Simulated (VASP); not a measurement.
In: electric field gradients with LDA

The system is In.

```
CELL_PARAMETERS angstrom
-1.63155 1.63155 2.48217
1.63155 -1.63155 2.48217
1.63155 1.63155 -2.48217
ATOMIC_POSITIONS crystal
In 0.00000 0.00000 0.00000
```

- Program: VASP 6.6.1
- Task: electric field gradients
- Functional: LDA
- Potentials or basis: VASP PAW LDA potentials, release 64 (In_d)
- Cutoff: 520 eV
- k mesh: 12 × 12 × 14
- Occupations: fermi-dirac, width 0.05 eV
- Spin: no spin polarisation
- Dipole correction: no
- Further INCAR settings: ALGO = Normal; EDIFF = 1e-08; NBANDS = 12; ISYM = 0

The pressure is -2.9 GPa, the band gap on the k mesh is zero (an odd number of electrons rules out a gap without spin polarisation) and the largest electric field gradient by atom is In +18.5 V/Å².

Stress tensor (GPa, compression positive):
```
-3.06 -0.15  0.15
-0.15 -3.06  0.15
 0.15  0.15 -2.60
```

Levels at points of the mesh, in eV from the Fermi level:
```
           k point  band 3  band 4  band 5  band 6  band 7  band 8  band 9  band 10
(0.00, 0.00, 0.00)  -14.47  -14.39  -14.29   -9.46   10.36   10.36   10.52    11.70
(0.50, 0.00, 0.00)  -14.45  -14.20  -14.16   -4.32   -3.27    7.42    8.99    11.21
(0.00, 0.50, 0.00)  -14.45  -14.20  -14.16   -4.32   -3.27    7.42    8.99    11.21
(0.50, 0.50, 0.00)  -14.20  -14.18  -14.09   -1.89   -1.73    3.49    3.92     7.08
(0.00, 0.00, 0.50)  -14.20  -14.18  -14.09   -1.89   -1.73    3.49    3.92     7.08
(0.50, 0.00, 0.50)  -14.45  -14.20  -14.16   -4.32   -3.27    7.42    8.99    11.21
(0.00, 0.50, 0.50)  -14.45  -14.20  -14.16   -4.32   -3.27    7.42    8.99    11.21
(0.50, 0.50, 0.50)  -14.18  -14.15  -14.15   -2.97   -2.58    4.68    4.68     8.23
```

Electric field gradients, principal values (V/Å²):
```
atom   least   middle  greatest (by size)
1 In  -7.815  -10.713              18.528
```

It took 2.8 min on 1 thread of AMD EPYC 9R45 96-Core Processor (Zen 5), with other jobs on the host, peak memory 0.36 GiB.

Caveat: without QUAD_EFG the Cq values of the log hold for a quadrupole moment of 1 mb, not for the nuclei; spin-orbit coupling is left out, which moves the levels of the heavy elements.
